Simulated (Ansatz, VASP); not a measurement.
One calculation of Hf2N, two programs

```
Hf N
1.0
     5.45441    0.00000    0.00000
     0.00000    5.45441    0.00000
     0.00000    0.00000    3.32427
Hf N
4 2
Direct
  0.29695 0.29695 0.00000
  0.70305 0.70305 0.00000
  0.79695 0.20305 0.50000
  0.20305 0.79695 0.50000
  0.00000 0.00000 0.00000
  0.50000 0.50000 0.50000
```

Change from the starting cell: equal strain along all axes, cell held, atoms relaxed: +3.0 %.

Alike in both runs: functional PBEsol; k mesh 8 × 8 × 12; occupations gaussian, width 0.1 eV; no spin polarisation.

Ansatz relaxed the structure, and its values are those at the end. VASP's run is a single point on that final structure, the one shown.

|  | VASP | Ansatz |
| --- | --- | --- |
| version | VASP 6.6.1 | Ansatz 0.2.0 |
| potentials or method | VASP PAW PBE potentials, release 64 (Hf_pv, N), cutoff 520 eV | scalar-relativistic, plane waves, PAW |
| valence electrons in the cell | 50 | 114 |

Ansatz gave:

```
gap on the k mesh at the Fermi level (eV) : none
pressure (GPa)                            : -15.1
rms of the force components (eV/Å)        : 0.005
```

Problem. What did VASP give for the same quantities?

Solution. gap on the k mesh at the Fermi level (eV): none; pressure (GPa): -16.1; rms of the force components (eV/Å): 0.010.

VASP's potentials were made for PBE, not for PBEsol. A gap of «none» marks a metal or a gap that the smearing closes. VASP's potentials hold 50 valence electrons a cell and Ansatz's 114, so a difference there can come from the potentials and not from the codes. Ansatz's warnings: stress scf threshold loose.

Neither program's run includes spin-orbit coupling.
